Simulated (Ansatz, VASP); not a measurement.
# LiF in VASP and in Ansatz

INCAR

```
PREC = Accurate
ENCUT = 520
EDIFF = 1E-6
ISMEAR = 0
SIGMA = 0.05
LREAL = False
LASPH = True
NELM = 100
ALGO = Normal
ISIF = 2
LWAVE = False
LCHARG = False
NBANDS = 12
```

KPOINTS

```
regular mesh
0
Gamma
  10 10 10
```

Contents of POSCAR:

```
LiF
1.0
    2.4315563500      0.0000000000      0.0000000000
    0.0000000000      2.4315563500      0.0000000000
    0.0000000000      0.0000000000      2.5595330000
Li F
1 1
Direct
    0.0000000000      0.0000000000      0.0000000000
    0.5000000000      0.5000000000      0.5000000000
```

Input for Ansatz:

```yaml
crystal:
  lattice:
    - [2.43155635, 0.0, 0.0]
    - [0.0, 2.43155635, 0.0]
    - [0.0, 0.0, 2.559533]
  atoms:
    - { symbol: Li, position: [0.0, 0.0, 0.0] }
    - { symbol: F, position: [0.5, 0.5, 0.5] }
basis:
  ecutwfc: 420
kpoints:
  mp_grid: { grid: [10, 10, 10] }
hamiltonian:
  xc: lda
scf:
  occupations: { method: gaussian, width: 0.05 }
output:
  forces: true
  stress: true
  eigenvalues: true
```

Change from the starting cell: strain -0.050 along x and y, +0.000 along z, atoms carried along.

Alike in both runs: task single point; functional LDA; k mesh 10 × 10 × 10; occupations gaussian, width 0.05 eV; no spin polarisation.

```csv
,VASP,Ansatz
version,VASP 6.6.1,Ansatz 0.2.0
potentials or method,"VASP PAW LDA potentials, release 64 (Li_sv, F), cutoff 520 eV","scalar-relativistic, plane waves, PAW"
valence electrons in the cell,10,10
```

```tsv
	VASP	Ansatz	Ansatz less VASP
gap on the k mesh at the Fermi level (eV)	8.02	8.02	+0.003
least direct gap on the mesh (eV)	8.75	8.75	-0.001
```

LDA's correlation is that of Perdew and Zunger in VASP and of Perdew and Wang (1992) in Ansatz.

Noted on VASP's run: the cutoff is short for stress, so the pressure is rough.
